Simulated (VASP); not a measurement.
# FePt (P4/mmm) in VASP: settings compared, part 3 of 3

VASP 6.6.1.

## Step 5: Single point, PBEsol-based screened hybrid with 25 % exact exchange, collinear spin, ferromagnetic start

This run uses another cell than the first one, of the same volume but with other edges.

File POSCAR:

```
FePt
1.0
    2.7554861857      0.0000000000      0.0000000000
    0.0000000000      2.7554861857      0.0000000000
    0.0000000000      0.0000000000      3.6379662380
Pt Fe
1 1
Direct
    0.5000000000      0.5000000000      0.5000000000
    0.0000000000      0.0000000000      0.0000000000
```

File INCAR.step1:

```
ALGO     = Normal         # electronic algorithm
EDIFF    = 1E-5           # SCF threshold, eV
ENCUT    = 520            # plane-wave cutoff, eV
GGA      = PE             # functional
ISIF     = 2              # what is computed and relaxed
ISMEAR   = -1             # smearing method
ISPIN    = 2              # spin polarisation
LASPH    = T              # aspherical terms in the spheres
LCHARG   = F              # write CHGCAR
LMAXMIX  = 4              # l up to which the mixer works
LORBIT   = 11             # projections on sites
LREAL    = F              # projectors in reciprocal space
LWAVE    = T              # write WAVECAR
MAGMOM   = 0 3            # initial moments
NBANDS   = 20             # bands
NELM     = 150            # most SCF steps
PREC     = Accurate       # precision mode
SIGMA    = 0.05           # smearing width, eV
```

File INCAR.step2:

```
AEXX     = 0.25           # exact-exchange fraction
ALGO     = Normal         # electronic algorithm
EDIFF    = 1E-6           # SCF threshold, eV
ENCUT    = 520            # plane-wave cutoff, eV
GGA      = PS             # functional
HFSCREEN = 0.207          # screening, 1/A
ISIF     = 2              # what is computed and relaxed
ISMEAR   = -1             # smearing method
ISPIN    = 2              # spin polarisation
ISTART   = 1            
LASPH    = T              # aspherical terms in the spheres
LCHARG   = F              # write CHGCAR
LHFCALC  = T              # exact exchange
LMAXMIX  = 4              # l up to which the mixer works
LORBIT   = 11             # projections on sites
LREAL    = F              # projectors in reciprocal space
LWAVE    = F              # write WAVECAR
MAGMOM   = 0 3            # initial moments
NBANDS   = 20             # bands
NELM     = 150            # most SCF steps
PREC     = Accurate       # precision mode
PRECFOCK = Normal       
SIGMA    = 0.05           # smearing width, eV
```

File KPOINTS:

```
k-points
0
Gamma
  5 5 4
```

Command:

```bash
$ cat potpaw_PBE.64/Pt/POTCAR potpaw_PBE.64/Fe/POTCAR > POTCAR
$ cp INCAR.step1 INCAR
$ mpirun -np 1 vasp_std > vasp.out
$ cp INCAR.step2 INCAR
$ mpirun -np 1 vasp_std > vasp.out
```

Wall time 84 min (1 thread of AMD EPYC 7R43 (Zen 3), shared host); peak memory 0.23 GiB.

Results (log left out):

```
Free energy                                           : -20.4918 eV
Pressure                                              : 0.1 GPa
Net moment                                            : 3.90 μB per cell
Site moments                                          : Pt +0.38; Fe +3.50 μB
Valence electrons inside the program's atomic spheres : Pt 9.60; Fe 6.91
```

Stress tensor (GPa, compression positive):
```
0.18 0.00 0.00
0.00 0.18 0.00
0.00 0.00 0.02
```

Levels at points of the mesh, in eV from the Fermi level:
Spin up:
```tsv
k point	band 9	band 10	band 11	band 12	band 13	band 14
(0.00, 0.00, 0.00)	-1.99	-1.99	-1.68	2.69	10.91	11.76
(0.00, 0.00, 0.50)	-3.40	-3.22	-3.22	-1.85	15.82	16.35
```
Spin down:
| k point | band 3 | band 4 | band 5 | band 6 | band 7 | band 8 | band 9 | band 10 | band 11 | band 12 |
| --- | --- | --- | --- | --- | --- | --- | --- | --- | --- | --- |
| (0.00, 0.00, 0.00) | -6.63 | -3.05 | -3.05 | -1.50 | -1.46 | 1.78 | 2.70 | 2.70 | 2.84 | 3.20 |
| (0.00, 0.00, 0.50) | -6.09 | -2.90 | -2.68 | -2.68 | -2.39 | -1.31 | 1.23 | 1.23 | 1.46 | 2.91 |

Caveat: the k points lie up to 0.46 Å⁻¹ apart; the PAW data sets were made with another functional, which shifts forces and pressure a little; spin-orbit coupling is left out, which moves the levels of the heavy elements.

## Step 6: Single point, PBE, collinear spin, ferromagnetic start

File INCAR:

```
SYSTEM = FePt
PREC     = Accurate       ! precision mode
ENCUT    = 520            ! plane-wave cutoff, eV
EDIFF    = 1E-6           ! SCF threshold, eV
ISMEAR   = 0              ! smearing method
SIGMA    = 0.028000000000000004 ! smearing width, eV
LREAL    = .False.        ! projectors in reciprocal space
LASPH    = .True.         ! aspherical terms in the spheres
NELM     = 150            ! most SCF steps
ALGO     = Fast           ! electronic algorithm
ISIF     = 2              ! what is computed and relaxed
LWAVE    = .False.        ! write WAVECAR
LCHARG   = .False.        ! write CHGCAR
ISPIN    = 2              ! spin polarisation
MAGMOM   = 0 3            ! initial moments
LORBIT   = 11             ! projections on sites
LMAXMIX  = 4              ! l up to which the mixer works
GGA      = PE             ! functional
NBANDS   = 20             ! bands
```

File KPOINTS:

```
Automatic mesh
0
Gamma
  10 10 7
  0 0 0
```

File POSCAR:

```
FePt
1.0
    2.7235000000      0.0000000000      0.0000000000
    0.0000000000      2.7235000000      0.0000000000
    0.0000000000      0.0000000000      3.7200000000
Pt Fe
1 1
Direct
    0.5000000000      0.5000000000      0.5000000000
    0.0000000000      0.0000000000      0.0000000000
```

Potentials or basis: VASP PAW PBE potentials, release 64 (Pt, Fe).

Command:

```bash
$ cat potpaw_PBE.64/Pt/POTCAR potpaw_PBE.64/Fe/POTCAR > POTCAR
$ mpirun -np 1 vasp_std > vasp.out
```

Wall time 34 s (1 thread of Intel Xeon 6975P-C (Granite Rapids), shared host); peak memory 0.19 GiB.

The run converged. Its results:

```yaml
Free_energy: -14.8008 eV
Pressure: 2.8 GPa
Net_moment: 3.26 μB per cell
Site_moments: Pt +0.33; Fe +2.91 μB
Valence_electrons_inside_the_program's_atomic_spheres: Pt 9.44; Fe 6.99
```

Stress tensor (GPa, compression positive):
```
2.60 0.00 0.00
0.00 2.60 0.00
0.00 0.00 3.14
```

Levels at points of the mesh, in eV from the Fermi level:
Spin up:
| k point | band 7 | band 8 | band 9 | band 10 | band 11 | band 12 | band 13 | band 14 | band 15 | band 16 |
| --- | --- | --- | --- | --- | --- | --- | --- | --- | --- | --- |
| (0.00, 0.00, 0.00) | -2.17 | -1.98 | -0.57 | -0.43 | -0.43 | 2.25 | 9.72 | 11.63 | 11.63 | 17.17 |
| (0.50, 0.00, 0.00) | -2.73 | -2.57 | -2.19 | -1.67 | 0.09 | 1.98 | 10.42 | 10.52 | 12.50 | 13.24 |
| (0.50, 0.50, 0.00) | -0.58 | -0.52 | -0.52 | 0.51 | 1.57 | 1.57 | 7.55 | 9.99 | 10.85 | 12.32 |
Spin down:
```tsv
k point	band 4	band 5	band 6	band 7	band 8	band 9	band 10	band 11	band 12	band 13
(0.00, 0.00, 0.00)	-2.41	-2.41	-0.83	-0.81	0.56	1.62	1.62	1.65	2.42	10.57
(0.50, 0.00, 0.00)	-3.52	-2.50	-1.42	-1.23	-0.92	0.49	0.64	2.32	2.53	11.19
(0.50, 0.50, 0.00)	-4.81	0.89	1.20	1.62	1.69	1.70	1.70	1.70	1.70	8.36
```

Caveat: spin-orbit coupling is left out, which moves the levels of the heavy elements.

## Step 7: Overview

```tsv
level	potentials or basis	spin	cell	k mesh	cutoff (eV)	smearing	grid for exact exchange (PRECFOCK)	share of exact exchange	screening parameter	gap on the mesh (eV)	pressure (GPa)	moment (μB)
PBE	VASP PAW PBE potentials, release 64 (Pt, Fe)	collinear, ferromagnetic start	a = 2.724, b = 2.724, c = 3.720 Å, 2 atoms	10 × 10 × 7	600	gaussian 0.025 eV	-	-	-	none	2.9	3.26
LDA	VASP PAW LDA potentials, release 64 (Pt, Fe)	collinear, ferromagnetic start	a = 2.724, b = 2.724, c = 3.720 Å, 2 atoms	10 × 10 × 7	600	gaussian 0.05 eV	-	-	-	none	-12.7	3.19
PBEsol	VASP PAW PBE potentials, release 64 (Pt, Fe)	off	a = 2.724, b = 2.724, c = 3.720 Å, 2 atoms	10 × 10 × 7	520	fermi-dirac 0.05 eV	-	-	-	none	-22.6	-
PBEsol-based screened hybrid with 25 % exact exchange	VASP PAW PBE potentials, release 64 (Pt, Fe)	collinear, ferromagnetic start	a = 2.755, b = 2.755, c = 3.638 Å, 2 atoms	5 × 5 × 4	520	fermi-dirac 0.05 eV	Normal	0.25	0.207 1/Å	none	0.1	3.90
PBE	VASP PAW PBE potentials, release 64 (Pt, Fe)	collinear, ferromagnetic start	a = 2.724, b = 2.724, c = 3.720 Å, 2 atoms	10 × 10 × 7	520	gaussian 0.028 eV	-	-	-	none	2.8	3.26
```

Alike in all rows: task single point.

Caveats: some runs use coarse meshes; spin-orbit coupling is left out, which moves the levels of the heavy elements; the cell stands under tension (at least some runs); the PAW data sets were made with another functional, which shifts forces and pressure a little (at least some runs).

Total energies depend on the potentials used, so only differences within one code and one set of settings carry meaning.
